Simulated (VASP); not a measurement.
Here is a VASP 6.6.1 calculation.

Contents of INCAR:

```
ALGO     = Normal         # electronic algorithm
EDIFF    = 1E-6           # SCF threshold, eV
ENCUT    = 520            # plane-wave cutoff, eV
GGA      = PE             # functional
ISIF     = 2              # what is computed and relaxed
ISMEAR   = 0              # smearing method
IVDW     = 12             # dispersion correction
LASPH    = True           # aspherical terms in the spheres
LCHARG   = False          # write CHGCAR
LREAL    = False          # projectors in reciprocal space
LWAVE    = False          # write WAVECAR
NBANDS   = 35             # bands
NELM     = 60             # most SCF steps
PREC     = Accurate       # precision mode
SIGMA    = 0.02           # smearing width, eV
```

The input KPOINTS:

```
k-points
0
Gamma
  12 12 4
```

Contents of POSCAR:

```
MoS2
1.0
    3.1690000000      0.0000000000      0.0000000000
   -1.5845000000      2.7444345046      0.0000000000
    0.0000000000      0.0000000000     12.3240000000
Mo S
2 4
Direct
    0.3333333333      0.6666666667      0.2500000000
    0.6666666667      0.3333333333      0.7500000000
    0.3333333333      0.6666666667      0.6232601629
    0.6666666667      0.3333333333      0.1232601629
    0.3333333333      0.6666666667      0.8767398371
    0.6666666667      0.3333333333      0.3767398371
```

Potentials or basis: VASP PAW PBE potentials, release 64 (Mo_sv, S).

Command:

```console
$ cat potpaw_PBE.64/Mo_sv/POTCAR potpaw_PBE.64/S/POTCAR > POTCAR
$ mpirun -np 1 vasp_std > vasp.out
```

Problem. What does it give for the band gap on the k mesh?

Solution. 0.90 eV (least direct gap 1.65 eV).

Problem. Estimate the pressure.

Solution. -1.7 GPa.

Stress tensor (GPa, compression positive):
```
-1.99  0.00  0.00
 0.00 -1.99  0.00
 0.00  0.00 -1.25
```

A k mesh can miss the band edges.
